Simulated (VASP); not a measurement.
Runs of VASP 6.6.1 on MnS. The structure is that of space group Fm-3m (No. 225), or close to it. The cells are those of the table. 

```tsv
level	U	cell	smearing	gap on the mesh (eV)	pressure (GPa)	moment (μB)
revPBE+U	Mn d U = 8.0 eV	a = 3.683 Å, angles 60.0°, 2 atoms	methfessel-paxton 0.1 eV	(b)	9.1	5.00
BLYP	-	a = 3.714 Å, angles 60.0°, 2 atoms	fermi-dirac 0.05 eV	none	0.0	4.70
r2SCAN+D4+U	Mn d U = 6.2 eV	a = 3.683 Å, angles 60.0°, 2 atoms	methfessel-paxton 0.025 eV	1.93	4.4	5.00
revPBE	-	a = 3.678 Å, angles 60.0°, 2 atoms	fermi-dirac 0.05 eV	none	(c)	(a)
PBE+D3(BJ)	-	a = 3.634 Å, angles 60.0°, 2 atoms	fermi-dirac 0.05 eV	none	-4.8	4.62
```

Alike in all rows: task single point; potentials or basis VASP PAW PBE potentials, release 64 (Mn_pv, S); spin collinear, ferromagnetic start; k mesh 9 × 9 × 9; cutoff (eV) 520.

Estimate the missing entries.

(a) 4.75; (b) 1.65; (c) -0.1.

Caveats: a cell with one magnetic atom can't hold antiferromagnetic order, which such compounds often take; the PAW data sets were made with another functional, which shifts forces and pressure a little (at least some runs); semilocal functionals often make such compounds metallic where correlation or magnetic order opens a gap, which also shifts bond lengths (at least some runs); the cell stands under pressure (at least some runs); an odd mesh through Γ misses points on the zone boundary, where band edges can lie (at least some runs); the cell stands under tension (at least some runs).

A gap of «none» marks levels without a gap at the run's occupations.
